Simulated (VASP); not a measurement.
# Ta in VASP: further runs

Ta is run at these levels: PBE; tasks: single point.

All numbers are computed with VASP 6.6.1; they aren't measurements. Logs are shortened: lines on timing, memory, paths and dates and some standing lists are left out, and cuts for length are marked.

### 1 The cell of the first run

The cell holds a slab with vacuum, 3 atoms: a = 4.695 Å, b = 4.695 Å, c = 17.916 Å, α = 90.00°, β = 90.00°, γ = 120.00°.

### 2 Single point, PBE

INCAR

```
PREC = Accurate ; ENCUT = 520
EDIFF = 1E-6 ; ISMEAR = -1
SIGMA = 0.08 ; LREAL = False
LASPH = True ; NELM = 100
ALGO = Normal ; ISIF = 2
LWAVE = False ; LCHARG = False
LDIPOL = True ; IDIPOL = 3
DIPOL = 0.5 0.5 0.500 ; GGA = PE
NBANDS = 24
```

KPOINTS

```
regular mesh
0
Gamma
  9 9 1
```

POSCAR

```
Ta
1.0
    4.6945593018      0.0000000000      0.0000000000
   -2.3472796509      4.0656076149      0.0000000000
    0.0000000000      0.0000000000     17.9165000000
Ta
3
Direct
    0.1666666665      0.3333333335      0.4465145032
    0.5000000005      0.9999999995      0.4999999998
    0.8333333335      0.6666666665      0.5534854968
```

Potentials or basis: VASP PAW PBE potentials, release 64 (Ta_pv).

Command:

```
$ cat potpaw_PBE.64/Ta_pv/POTCAR > POTCAR
$ mpirun -np 1 vasp_std > vasp.out
```

OUTCAR:

```text
PREC = Accurate
   ENCUT = 520
   EDIFF = 1E-6
   ISMEAR = -1
   LREAL = False
   LASPH = True
   NELM = 100
   ISIF = 2
   GGA = PE

 ion  position               nearest neighbor table
   1  0.167  0.333  0.447-   2 2.87   2 2.87   2 2.87   3 3.32   3 3.32   3 3.32
   2  0.500  1.000  0.500-   1 2.87   1 2.87   3 2.87   3 2.87   3 2.87   1 2.87
   3  0.833  0.667  0.553-   2 2.87   2 2.87   2 2.87   1 3.32   1 3.32   1 3.32

  LATTYP: Found a hexagonal cell.
 ALAT       =     4.6945593018
 C/A-ratio  =     3.8164391689

  Lattice vectors:

 A1 = (   4.6945593018,   0.0000000000,   0.0000000000)
 A2 = (  -2.3472796509,   4.0656076149,   0.0000000000)
 A3 = (   0.0000000000,   0.0000000000,  17.9165000000)

Analysis of symmetry for initial positions (statically):
=====================================================================
 Subroutine PRICEL returns:
 Original cell was already a primitive cell.

 Routine SETGRP: Setting up the symmetry group for a
 hexagonal supercell.

 Subroutine GETGRP returns: Found 12 space group operations
 (whereof  4 operations were pure point group operations)
 out of a pool of 24 trial point group operations.

The static configuration has the point symmetry C_2h.
 The point group associated with its full space group is D_3d.

Analysis of symmetry for dynamics (positions and initial velocities):
=====================================================================
 Subroutine PRICEL returns:
 Original cell was already a primitive cell.

 Routine SETGRP: Setting up the symmetry group for a
 hexagonal supercell.

 Subroutine GETGRP returns: Found 12 space group operations
 (whereof  4 operations were pure point group operations)
 out of a pool of 24 trial point group operations.

The dynamic configuration has the point symmetry C_2h.
 The point group associated with its full space group is D_3d.

 Subroutine INISYM returns: Found 12 space group operations
 (whereof  4 operations are pure point group operations),
 and found     1 'primitive' translations

----------------------------------------------------------------------------------------

                                     Primitive cell

  volume of cell :     341.9585

  direct lattice vectors                    reciprocal lattice vectors
     4.694559302  0.000000000  0.000000000     0.213012540  0.122982847  0.000000000
    -2.347279651  4.065607615  0.000000000     0.000000000  0.245965694  0.000000000
     0.000000000  0.000000000 17.916500000     0.000000000  0.000000000  0.055814473

  length of vectors
     4.694559302  4.694559302 17.916500000     0.245965694  0.245965694  0.055814473

  position of ions in fractional coordinates (direct lattice)
     0.166666666  0.333333334  0.446514503
     0.500000001  0.999999999  0.500000000
     0.833333334  0.666666666  0.553485497

  ion indices of the primitive-cell ions
   primitive index   ion index
                 1           1
                 2           2
                 3           3

----------------------------------------------------------------------------------------

 KPOINTS: regular mesh

Automatic generation of k-mesh.
 Grid dimensions read from file:
 generate k-points for:    9    9    1

 Generating k-lattice:

  Cartesian coordinates                     Fractional coordinates (reciprocal lattice)
     0.023668060  0.013664761  0.000000000     0.111111111  0.000000000  0.000000000
     0.000000000  0.027329522  0.000000000     0.000000000  0.111111111  0.000000000
     0.000000000  0.000000000  0.055814473     0.000000000  0.000000000  1.000000000

  Length of vectors
     0.027329522  0.027329522  0.055814473

  Shift w.r.t. Gamma in fractional coordinates (k-lattice)
     0.000000000  0.000000000  0.000000000

 Subroutine IBZKPT returns following result:
 ===========================================

 Found     12 irreducible k-points:

 Following reciprocal coordinates:
            Coordinates               Weight
  0.000000  0.000000  0.000000      1.000000
  0.111111  0.000000  0.000000      6.000000
  0.222222  0.000000  0.000000      6.000000
  0.333333  0.000000  0.000000      6.000000
  0.444444  0.000000  0.000000      6.000000
  0.111111  0.111111  0.000000      6.000000
  0.222222  0.111111  0.000000     12.000000
  0.333333  0.111111  0.000000     12.000000
  0.444444  0.111111  0.000000      6.000000
  0.222222  0.222222  0.000000      6.000000
  0.333333  0.222222  0.000000     12.000000
  0.333333  0.333333  0.000000      2.000000
   k-points           NKPTS =     12   k-points in BZ     NKDIM =     12   number of bands    NBANDS=     24
   number of dos      NEDOS =    301   number of ions     NIONS =      3
   total plane-waves  NPLWV = 181440
   dimension x,y,z NGX =    36 NGY =   36 NGZ =  140
   dimension x,y,z NGXF=    72 NGYF=   72 NGZF=  280
   ions per type =               3
   NGX,Y,Z   is equivalent  to a cutoff of  12.75, 12.75, 12.99 a.u.
   NGXF,Y,Z  is equivalent  to a cutoff of  25.50, 25.50, 25.98 a.u.
 SYSTEM =  unknown system
   PREC   = accura    normal or accurate (medium, high low for compatibility)
   ISTART =      0    job   : 0-new  1-cont  2-samecut
   ICHARG =      2    charge: 1-file 2-atom 10-const
   ISPIN  =      1    spin polarized calculation?
   LNONCOLLINEAR =      F non collinear calculations
   LSORBIT =      F    spin-orbit coupling
   LASPH  =      T    aspherical Exc in radial PAW
   ENCUT  =  520.0 eV  38.22 Ry    6.18 a.u.   8.73  8.73 33.31*2*pi/ulx,y,z
   NELM   =    100;   NELMIN=  2; NELMDL= -5     # of ELM steps
   EDIFF  = 0.1E-05   stopping-criterion for ELM
   LREAL  =      F    real-space projection
   EDIFFG = 0.1E-04   stopping-criterion for IOM
   NSW    =      0    number of steps for IOM
   IBRION =     -1    ionic relax: 0-MD 1-quasi-New 2-CG
   NFREE  =      0    steps in history (QN), initial steepest desc. (CG)
   ISIF   =      2    stress and relaxation
   ISYM   =      2    0-nonsym 1-usesym 2-fastsym
   POTIM  = 0.5000    time-step for ionic-motion
   TEBEG  =    0.0;   TEEND  =   0.0 temperature during run
   PSTRESS=    0.0 pullay stress
   NELECT =      33.0000    total number of electrons
   NUPDOWN=      -1.0000    fix difference up-down
   EMIN   =  10.00;   EMAX   =-10.00  energy-range for DOS
   EFERMI =   0.00;   METHOD = LEGACY
   ISMEAR =    -1;   SIGMA  =   0.08  broadening in eV -4-tet -1-fermi 0-gaus
   EFERMI_NEDOS =   21; number of points for ismear=-14 and -15
   IALGO  =     38    algorithm
   IMIX   =      4    mixing-type and parameters
     AMIX     =   0.40;   BMIX     =  1.00
     AMIX_MAG =   1.60;   BMIX_MAG =  1.00
  volume/ion in A,a.u.               =     113.99       769.22
  Fermi-wavevector in a.u.,A,eV,Ry     =   0.750911  1.419016  7.671876  0.563867
  Thomas-Fermi vector in A             =   1.847771
   LORBIT       =      0    0 simple, 1 ext, 2 COOP (PROOUT), +10 PAW based schemes
   GGA     = PE    functional components
   LHFCALC =     F    Hartree Fock is set to
   AEXX    =    0.0000 exact exchange contribution
   IVDW    =     0    specifies the selected vdW correction
   LEPSILON=     F    determine dielectric tensor
   LRPA    =     F    only Hartree local field effects (RPA)
 non-spin polarized calculation
  energy-cutoff  :      520.00
  volume of cell :      341.96
 maximum number of plane-waves:      9236
 NGX is ok and might be reduce to    36
   NGX = 17   NGY = 17   NGZ = 67

 number of electron      32.9999995 magnetization

 dipolmoment           0.000000      0.000000      0.000000 electrons x Angstroem

 Free energy of the ion-electron system (eV)
  ---------------------------------------------------
  ext. energy  EPLUGINS =         0.00000000
  ---------------------------------------------------
  free energy    TOTEN  =       -27.46669703 eV

  energy without entropy =      -27.32711241  energy(sigma->0) =      -27.39690472

 E-fermi :  -2.0500     XC(G=0):  -3.4024

 val. band max:       -2.0513067535   @ k =   0.2222   0.0000   0.0000
 cond. band min:      -2.0449450128   @ k =   0.0000   0.0000   0.0000
 fundamental gap:      0.0063617407
 Fermi energy:        -2.0500169106

 k-point     1 :       0.0000    0.0000    0.0000
  band No.  band energies     occupation
      1     -37.1276      2.00000
      2     -37.0586      2.00000
      3     -36.8113      2.00000
      4     -36.8113      2.00000
      5     -36.8026      2.00000
      6     -36.8026      2.00000
[... 16 lines left out ...]
     23       0.7032      0.00000
     24       0.7032      0.00000

 k-point     2 :       0.1111    0.0000    0.0000
  band No.  band energies     occupation
      1     -37.1283      2.00000
      2     -37.0615      2.00000
      3     -36.8405      2.00000
      4     -36.8345      2.00000
      5     -36.7761      2.00000
      6     -36.7755      2.00000
[... 16 lines left out ...]
     23       0.3770      0.00000
     24       0.6949      0.00000

 k-point     3 :       0.2222    0.0000    0.0000
  band No.  band energies     occupation
      1     -37.1304      2.00000
      2     -37.0700      2.00000
      3     -36.8717      2.00000
      4     -36.8432      2.00000
      5     -36.7560      2.00000
      6     -36.7517      2.00000
[... 16 lines left out ...]
     23       0.3154      0.00000
     24       0.7253      0.00000
[... 190 lines left out ...]
 k-point    11 :       0.3333    0.2222    0.0000
  band No.  band energies     occupation
      1     -37.1301      2.00000
      2     -37.1069      2.00000
      3     -36.8585      2.00000
      4     -36.8169      2.00000
      5     -36.7783      2.00000
      6     -36.7539      2.00000
[... 16 lines left out ...]
     23      -0.2899      0.00000
     24       0.1289      0.00000

 k-point    12 :       0.3333    0.3333    0.0000
  band No.  band energies     occupation
      1     -37.1212      2.00000
      2     -37.1212      2.00000
      3     -36.8161      2.00000
      4     -36.8137      2.00000
      5     -36.8137      2.00000
      6     -36.7624      2.00000
[... 16 lines left out ...]
     23      -0.3690      0.00000
     24      -0.3690      0.00000

------------------------ aborting loop because EDIFF is reached ----------------------------------------

 vacuum level on the upper side and lower side of the slab       (xc-potential included)        -0.108        -0.108

  FORCE on cell =-STRESS in cart. coord.  units (eV):
  Direction    XX          YY          ZZ          XY          YZ          ZX
  --------------------------------------------------------------------------------------
  -------------------------------------------------------------------------------------
  Total      -11.8820910    -11.8820910     -4.6132256     -0.0000000     -0.0000000      0.0000000
  in kB      -55.6711244    -55.6711244    -21.6143319     -0.0000000     -0.0000000      0.0000000
  external PRESSURE =     -44.3188602 kB  Pullay stress =       0.0000000 kB

 VOLUME and BASIS-vectors are now :
 -----------------------------------------------------------------------------
  energy-cutoff  :      520.00
  volume of cell :      341.96
      direct lattice vectors                 reciprocal lattice vectors
     4.694559302  0.000000000  0.000000000     0.213012540  0.122982847  0.000000000
    -2.347279651  4.065607615  0.000000000     0.000000000  0.245965694  0.000000000
     0.000000000  0.000000000 17.916500000     0.000000000  0.000000000  0.055814473

 POSITION                                       TOTAL-FORCE (eV/Angst)
 -----------------------------------------------------------------------------------
     -0.00000      1.35520      7.99998         0.000000      0.000000      2.398939
      0.00000      4.06561      8.95825        -0.000000      0.000000      0.000000
      2.34728      2.71041      9.91652        -0.000000     -0.000000     -2.398939
 -----------------------------------------------------------------------------------
    total drift:                               -0.000000      0.000000      0.000004

  FREE ENERGIE OF THE ION-ELECTRON SYSTEM (eV)
  ---------------------------------------------------
  free  energy   TOTEN  =       -27.4666970268 eV

  energy  without entropy=      -27.3271124139  energy(sigma->0) =      -27.39690472

 vacuum level on the upper side and lower side of the slab         1.505         1.505
```

It took 2.7 min on 1 thread of Intel Xeon Platinum 8375C at 2.90GHz (Ice Lake), shared host; peak memory 0.46 GiB.

What came out:

```yaml
Free_energy: -27.4667 eV
Largest_force: 2.399 eV/Å
Band_gap_on_the_k_mesh: zero (an odd number of electrons rules out a gap without spin polarisation)
```

Forces on the atoms (eV/Å):
```
Ta   0.000  0.000  2.399
Ta   0.000  0.000  0.000
Ta   0.000  0.000 -2.399
```

Levels at points of the mesh, in eV from the Fermi level:
| k point | band 14 | band 15 | band 16 | band 17 | band 18 | band 19 | band 20 | band 21 |
| --- | --- | --- | --- | --- | --- | --- | --- | --- |
| (0.00, 0.00, 0.00) | -0.46 | -0.46 | -0.39 | -0.39 | 0.01 | 0.20 | 0.88 | 1.88 |

Caveat: spin-orbit coupling is left out, which moves the levels of the heavy elements.

### 3 Single point, PBE

INCAR

```
SYSTEM = Ta
ALGO = Normal ; DIPOL = 0.5 0.5 0.500
EDIFF = 1E-7 ; ENCUT = 520
GGA = PE ; IDIPOL = 3
ISIF = 2 ; ISMEAR = -1
LASPH = .TRUE. ; LCHARG = .FALSE.
LDIPOL = .TRUE. ; LREAL = .FALSE.
LWAVE = .FALSE. ; NBANDS = 24
NELM = 100 ; PREC = Accurate
SIGMA = 0.08
```

KPOINTS

```
k-points
0
G
  9 9 1
  0 0 0
```

POSCAR

```
Ta
1.0
    4.6945593018      0.0000000000      0.0000000000
   -2.3472796509      4.0656076149      0.0000000000
    0.0000000000      0.0000000000     17.9165000000
Ta
3
Direct
    0.1666666667      0.3333333333      0.4708441903
    0.5000000000      1.0000000000      0.5000002656
    0.8333333333      0.6666666667      0.5291555439
```

Potentials or basis: VASP PAW PBE potentials, release 64 (Ta_pv).

Command:

```
$ cat potpaw_PBE.64/Ta_pv/POTCAR > POTCAR
$ mpirun -np 1 vasp_std > vasp.out
```

Run time: 2.4 min. Hardware: 1 thread of Intel Xeon Platinum 8375C at 2.90GHz (Ice Lake), shared host; peak memory 0.46 GiB.

The run converged. Its results:

```yaml
Free_energy: -28.5607 eV
Largest_force: 0.011 eV/Å
Band_gap_on_the_k_mesh: zero (an odd number of electrons rules out a gap without spin polarisation)
```

Forces on the atoms (eV/Å):
```
Ta   0.000  0.000 -0.011
Ta   0.000  0.000  0.000
Ta   0.000  0.000  0.011
```

Levels at points of the mesh, in eV from the Fermi level:
```tsv
k point	band 14	band 15	band 16	band 17	band 18	band 19
(0.00, 0.00, 0.00)	-0.81	-0.75	-0.33	0.24	0.24	0.90
```

Caveat: spin-orbit coupling is left out, which moves the levels of the heavy elements.
